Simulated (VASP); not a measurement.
**PbSe: single point with PBE**

PbSe:

```
Pb Se
1.0
     4.23496    0.00000    0.00000
    -2.11748    3.66759    0.00000
     0.00000    0.00000    7.61914
Pb Se
2 2
Direct
  0.33333 0.66667 0.25000
  0.66667 0.33333 0.75000
  0.00000 0.00000 0.00000
  0.00000 0.00000 0.50000
```

```yaml
Program: VASP 6.6.1
Task: single point
Functional: PBE
Potentials_or_basis: VASP PAW PBE potentials, release 64 (Pb_d, Se)
Cutoff: 520 eV
k_mesh: 8 × 8 × 6
Occupations: gaussian, width 0.05 eV
Spin: no spin polarisation
Dipole_correction: no
Further_INCAR_settings: ALGO = Normal; EDIFF = 1e-07; NBANDS = 28
```

- Pressure: 0.9 GPa
- Band gap on the k mesh: 0.11 eV (least direct gap 0.19 eV)

Levels at points of the mesh, in eV from the valence-band top:
```
           k point  band 17  band 18  band 19  band 20  band 21  band 22  band 23  band 24
(0.00, 0.00, 0.00)    -1.43    -0.72    -0.72     0.00     1.22     2.39     2.39     4.61
(0.50, 0.00, 0.00)    -2.56    -1.09    -0.53    -0.09     0.11     1.67     1.93     4.20
(0.00, 0.00, 0.50)    -1.13    -1.13    -1.13    -1.13     3.16     3.16     3.36     3.36
(0.50, 0.00, 0.50)    -2.02    -2.02    -1.99    -1.99     2.23     2.23     3.67     3.67
```

It took 2.9 min on 1 thread of Intel Xeon 8259CL, on a shared host, peak memory 0.31 GiB.

Caveat: spin-orbit coupling is left out, which moves the levels of the heavy elements. A k mesh can miss the band edges.
